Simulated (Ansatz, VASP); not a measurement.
# Eu: VASP beside Ansatz

INCAR

```
PREC = Accurate
ENCUT = 520
EDIFF = 1E-7
ISMEAR = 0
SIGMA = 0.05
LREAL = False
LASPH = True
NELM = 150
ALGO = Normal
ISIF = 2
LWAVE = False
LCHARG = False
ISPIN = 2
MAGMOM = 0.5
LORBIT = 11
LMAXMIX = 6
GGA = PE
NBANDS = 18
```

File KPOINTS:

```
Automatic mesh
0
Gamma
  12 12 12
```

POSCAR

```
Eu
1.0
    0.0000000000      2.7441779308      2.7441779308
    2.7441779308      0.0000000000      2.7441779308
    2.7441779308      2.7441779308      0.0000000000
Eu
1
Direct
    0.0000000000      0.0000000000      0.0000000000
```

Input for Ansatz:

```yaml
crystal:
  lattice:
    - [0.0, 2.7441779308, 2.7441779308]
    - [2.7441779308, 0.0, 2.7441779308]
    - [2.7441779308, 2.7441779308, 0.0]
  atoms:
    - { symbol: Eu, position: [0.0, 0.0, 0.0], spin: 0.5 }
basis:
  ecutwfc: 420
  ecutrho_ratio: 4
kpoints:
  mp_grid: { grid: [12, 12, 12] }
hamiltonian:
  xc: pbe
scf:
  occupations: { method: gaussian, width: 0.05 }
output:
  forces: true
  stress: true
  eigenvalues: true
  populations: true
magnetization:
  spin_polarized: true
```

Alike in both runs: task single point; functional PBE; k mesh 12 × 12 × 12; occupations gaussian, width 0.05 eV; collinear spin.

|  | VASP | Ansatz |
| --- | --- | --- |
| version | VASP 6.6.1 | Ansatz 0.2.0 |
| potentials or method | VASP PAW PBE potentials, release 64 (Eu), cutoff 520 eV | scalar-relativistic, plane waves, PAW |
| valence electrons in the cell | 17 | 17 |

|  | VASP | Ansatz | Ansatz less VASP |
| --- | --- | --- | --- |
| gap on the k mesh at the Fermi level (eV) | none | none | - |
| pressure (GPa) | -0.3 | 0.0 | +0.25 |
| net moment per atom (μB) | 7.56 | 7.57 | +0.005 |
| size of the moment on the site where the two differ most (μB) | 6.74 | 7.21 | +0.465 |

Site moments also hang on the region over which each program counts them. A gap of «none» marks a metal or a gap that the smearing closes. Ansatz's warnings: given moment on shells.

Spin-orbit coupling is off throughout.
